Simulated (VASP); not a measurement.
# Sb2Se3 (P6/mmm) in VASP: single point with PBE

Aim: the single point of Sb2Se3 with PBE.

All numbers are computed with VASP 6.6.1; they aren't measurements. Logs are shortened: lines on timing, memory, paths and dates and some standing lists are left out, and cuts for length are marked.

### Step 1. The cell of the first run

It takes space group P6/mmm (No. 191, hexagonal). Conventional cell: a = 5.291 Å, b = 5.291 Å, c = 8.326 Å, α = 90.00°, β = 90.00°, γ = 120.00°. Sb (site symmetry 6mm) has 1 Sb at 2.53 Å within 3.3 Å. Se (site symmetry mmm) has 4 Se at 2.65 Å within 3.5 Å.

### Step 2. Single point, PBE

INCAR

```
  ALGO = Normal
  EDIFF = 1E-6
  ENCUT = 500
  GGA = PE
  GGA_COMPAT = False
  ISIF = 2
  ISMEAR = 0
  LASPH = True
  LCHARG = False
  LREAL = False
  LWAVE = False
  NBANDS = 22
  NELM = 120
  PREC = Accurate
  SIGMA = 0.15
```

KPOINTS

```
k-points
0
Gamma
  3 3 2
```

POSCAR

```
Sb2Se3
1.0
    5.2907978395      0.0000000000      0.0000000000
   -2.6453989197      4.5819653353      0.0000000000
    0.0000000000      0.0000000000      8.3258572574
Sb Se
2 3
Direct
    0.0000000000      0.0000000000      0.8478667056
    0.0000000000      0.0000000000      0.1521332944
    0.5000000000      0.0000000000      0.5000000000
    0.0000000000      0.5000000000      0.5000000000
    0.5000000000      0.5000000000      0.5000000000
```

Potentials or basis: VASP PAW PBE potentials, release 64 (Sb, Se).

Started as:

```console
> cat potpaw_PBE.64/Sb/POTCAR potpaw_PBE.64/Se/POTCAR > POTCAR
> mpirun -np 1 vasp_std > vasp.out
```

OUTCAR:

```text
EDIFF = 1E-6
   ENCUT = 500
   GGA = PE
   ISIF = 2
   ISMEAR = 0
   LASPH = True
   LREAL = False
   NELM = 120
   PREC = Accurate

 ion  position               nearest neighbor table
   1  0.000  0.000  0.848-   2 2.53
   2  0.000  0.000  0.152-   1 2.53
   3  0.500  0.000  0.500-   5 2.65   5 2.65   4 2.65   4 2.65
   4  0.000  0.500  0.500-   5 2.65   5 2.65   3 2.65   3 2.65
   5  0.500  0.500  0.500-   3 2.65   3 2.65   4 2.65   4 2.65

  LATTYP: Found a hexagonal cell.
 ALAT       =     5.2907978395
 C/A-ratio  =     1.5736487218

  Lattice vectors:

 A1 = (   5.2907978395,   0.0000000000,   0.0000000000)
 A2 = (  -2.6453989197,   4.5819653353,   0.0000000000)
 A3 = (   0.0000000000,   0.0000000000,   8.3258572574)

Analysis of symmetry for initial positions (statically):
=====================================================================
 Subroutine PRICEL returns:
 Original cell was already a primitive cell.

 Routine SETGRP: Setting up the symmetry group for a
 hexagonal supercell.

 Subroutine GETGRP returns: Found 24 space group operations
 (whereof 24 operations were pure point group operations)
 out of a pool of 24 trial point group operations.

The static configuration has the point symmetry D_6h.

Analysis of symmetry for dynamics (positions and initial velocities):
=====================================================================
 Subroutine PRICEL returns:
 Original cell was already a primitive cell.

 Routine SETGRP: Setting up the symmetry group for a
 hexagonal supercell.

 Subroutine GETGRP returns: Found 24 space group operations
 (whereof 24 operations were pure point group operations)
 out of a pool of 24 trial point group operations.

The dynamic configuration has the point symmetry D_6h.

 Subroutine INISYM returns: Found 24 space group operations
 (whereof 24 operations are pure point group operations),
 and found     1 'primitive' translations

----------------------------------------------------------------------------------------

                                     Primitive cell

  volume of cell :     201.8375

  direct lattice vectors                    reciprocal lattice vectors
[... 72 lines left out ...]
   ENCUT  =  500.0 eV  36.75 Ry    6.06 a.u.   9.65  9.65 15.18*2*pi/ulx,y,z
   NELM   =    120;   NELMIN=  2; NELMDL= -5     # of ELM steps
   EDIFF  = 0.1E-05   stopping-criterion for ELM
   LREAL  =      F    real-space projection
   EDIFFG = 0.1E-04   stopping-criterion for IOM
   NSW    =      0    number of steps for IOM
   IBRION =     -1    ionic relax: 0-MD 1-quasi-New 2-CG
   NFREE  =      0    steps in history (QN), initial steepest desc. (CG)
   ISIF   =      2    stress and relaxation
   ISYM   =      2    0-nonsym 1-usesym 2-fastsym
   POTIM  = 0.5000    time-step for ionic-motion
   TEBEG  =    0.0;   TEEND  =   0.0 temperature during run
   PSTRESS=    0.0 pullay stress
   NELECT =      28.0000    total number of electrons
   NUPDOWN=      -1.0000    fix difference up-down
   EMIN   =  10.00;   EMAX   =-10.00  energy-range for DOS
   EFERMI =   0.00;   METHOD = LEGACY
   ISMEAR =     0;   SIGMA  =   0.15  broadening in eV -4-tet -1-fermi 0-gaus
   EFERMI_NEDOS =   21; number of points for ismear=-14 and -15
   IALGO  =     38    algorithm
   IMIX   =      4    mixing-type and parameters
     AMIX     =   0.40;   BMIX     =  1.00
     AMIX_MAG =   1.60;   BMIX_MAG =  1.00
  volume/ion in A,a.u.               =      40.37       272.41
  Fermi-wavevector in a.u.,A,eV,Ry     =   0.847475  1.601495  9.771892  0.718214
  Thomas-Fermi vector in A             =   1.962987
   LORBIT       =      0    0 simple, 1 ext, 2 COOP (PROOUT), +10 PAW based schemes
   GGA     = PE    functional components
   LHFCALC =     F    Hartree Fock is set to
   AEXX    =    0.0000 exact exchange contribution
   IVDW    =     0    specifies the selected vdW correction
   LEPSILON=     F    determine dielectric tensor
   LRPA    =     F    only Hartree local field effects (RPA)
 non-spin polarized calculation
 Gauss-broadening in eV      SIGMA  =   0.15
  energy-cutoff  :      500.00
  volume of cell :      201.84
 maximum number of plane-waves:      5155
 NGX is ok and might be reduce to    40
   NGX = 19   NGY = 19   NGZ = 31

 number of electron      28.0000002 magnetization

 Free energy of the ion-electron system (eV)
  ---------------------------------------------------
  ext. energy  EPLUGINS =         0.00000000
  ---------------------------------------------------
  free energy    TOTEN  =       -15.18689815 eV

  energy without entropy =      -15.09470014  energy(sigma->0) =      -15.14079915

 E-fermi :   1.5974     XC(G=0):  -7.4630

 val. band max:        1.5595780099   @ k =   0.3333   0.0000   0.5000
 cond. band min:       1.6224292202   @ k =   0.3333   0.3333   0.5000
 fundamental gap:      0.0628512103
 Fermi energy:         1.5973859138

 k-point     1 :       0.0000    0.0000    0.0000
  band No.  band energies     occupation
      1     -14.3853      2.00000
      2     -10.1034      2.00000
      3     -10.1034      2.00000
      4      -8.0193      2.00000
      5      -6.3963      2.00000
      6      -5.2069      2.00000
[... 139 lines left out ...]
     21       7.9036      0.00000
     22       7.9036      0.00000

------------------------ aborting loop because EDIFF is reached ----------------------------------------

  FORCE on cell =-STRESS in cart. coord.  units (eV):
  Direction    XX          YY          ZZ          XY          YZ          ZX
  --------------------------------------------------------------------------------------
  -------------------------------------------------------------------------------------
  Total        0.3382414      0.3382414      0.2531791      0.0000000     -0.0000000      0.0000000
  in kB        2.6849450      2.6849450      2.0097248      0.0000000     -0.0000000      0.0000000
  external PRESSURE =       2.4598716 kB  Pullay stress =       0.0000000 kB

 VOLUME and BASIS-vectors are now :
 -----------------------------------------------------------------------------
  energy-cutoff  :      500.00
  volume of cell :      201.84
      direct lattice vectors                 reciprocal lattice vectors
     5.290797839  0.000000000  0.000000000     0.189007411  0.109123479  0.000000000
    -2.645398920  4.581965335  0.000000000     0.000000000  0.218246959  0.000000000
     0.000000000  0.000000000  8.325857257     0.000000000  0.000000000  0.120107752

 POSITION                                       TOTAL-FORCE (eV/Angst)
 -----------------------------------------------------------------------------------
      0.00000      0.00000      7.05922         0.000000     -0.000000      0.016115
      0.00000      0.00000      1.26664        -0.000000     -0.000000     -0.016115
      2.64540      0.00000      4.16293         0.000000      0.000000      0.000000
     -1.32270      2.29098      4.16293         0.000000      0.000000      0.000000
      1.32270      2.29098      4.16293         0.000000      0.000000      0.000000
 -----------------------------------------------------------------------------------
    total drift:                                0.000000      0.000000     -0.000000

  FREE ENERGIE OF THE ION-ELECTRON SYSTEM (eV)
  ---------------------------------------------------
  free  energy   TOTEN  =       -15.1868981517 eV

  energy  without entropy=      -15.0947001441  energy(sigma->0) =      -15.14079915
```

Wall time 68 s (1 thread of AMD EPYC 7R13, shared host); peak memory 0.27 GiB.

What came out:

* Free energy: -15.1869 eV
* Pressure: 0.2 GPa
* Largest force: 0.016 eV/Å

Forces on the atoms (eV/Å):
```
Sb   0.000  0.000  0.016
Sb   0.000  0.000 -0.016
Se   0.000  0.000  0.000
Se   0.000  0.000  0.000
Se   0.000  0.000  0.000
```

Levels at points of the mesh, in eV from the Fermi level:
```tsv
k point	band 12	band 13	band 14	band 15	band 16	band 17
(0.00, 0.00, 0.00)	-0.60	-0.32	-0.32	1.62	1.62	2.85
(0.00, 0.00, 0.50)	-0.61	-0.45	-0.45	1.93	1.93	2.59
```

Caveat: the k points lie up to 0.46 Å⁻¹ apart; spin-orbit coupling is left out, which moves the levels of the heavy elements; this functional lacks dispersion, which binds the layers, so the pressure and a relaxed spacing across them are unreliable.
